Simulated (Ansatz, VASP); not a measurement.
# One calculation of HfC, two programs

File INCAR:

```
SYSTEM = HfC
  PREC = Accurate
  ENCUT = 520
  EDIFF = 1E-6
  ISMEAR = 0
  SIGMA = 0.15
  LREAL = .FALSE.
  LASPH = .TRUE.
  NELM = 60
  ALGO = Normal
  ISIF = 2
  LWAVE = .FALSE.
  LCHARG = .FALSE.
  GGA = PS
  NBANDS = 14
```

The input KPOINTS:

```
Automatic mesh
0
G
  18 18 18
  0 0 0
```

The input POSCAR:

```
HfC
1.0
    0.0000000000      2.4412500000      2.3250000000
    2.3250000000      0.0000000000      2.3250000000
    2.3250000000      2.4412500000      0.0000000000
Hf C
1 1
Direct
    0.5000000000      0.5000000000      0.5000000000
    0.0000000000      0.0000000000      0.0000000000
```

Input for Ansatz:

```yaml
crystal:
  lattice:
    - [0.0, 2.44125, 2.325]
    - [2.325, 0.0, 2.325]
    - [2.325, 2.44125, 0.0]
  atoms:
    - { symbol: Hf, position: [0.5, 0.5, 0.5] }
    - { symbol: C, position: [0.0, 0.0, 0.0] }
basis:
  ecutwfc: 420
kpoints:
  mp_grid: { grid: [18, 18, 18] }
hamiltonian:
  xc: pbesol
scf:
  occupations: { method: gaussian, width: 0.15 }
output:
  forces: true
  stress: true
  eigenvalues: true
```

Change from the starting cell: strain +0.0500 x Voigt [0, 1, 0, 0, 0, 0], atoms carried along.

Alike in both runs: task single point; functional PBEsol; k mesh 18 × 18 × 18; occupations gaussian, width 0.15 eV; no spin polarisation.

|  | VASP | Ansatz |
| --- | --- | --- |
| version | VASP 6.6.1 | Ansatz 0.2.0 |
| potentials or method | VASP PAW PBE potentials, release 64 (Hf_pv, C), cutoff 520 eV | scalar-relativistic, plane waves, PAW |
| valence electrons in the cell | 14 | 30 |

|  | VASP | Ansatz | Ansatz less VASP |
| --- | --- | --- | --- |
| gap on the k mesh at the Fermi level (eV) | none | none | - |
| pressure (GPa) | -16.0 | -15.4 | +0.59 |
| traceless stress, the component that is largest in VASP (GPa) | -9.32 | -9.21 | +0.107 |

VASP's potentials were made for PBE, not for PBEsol. A gap of «none» marks a metal or a gap that the smearing closes. With one functional, cell and mesh, what is left measures potentials, basis and numerics. VASP's potentials hold 14 valence electrons a cell and Ansatz's 30, so a difference there can come from the potentials and not from the codes.

Spin-orbit coupling is off throughout.
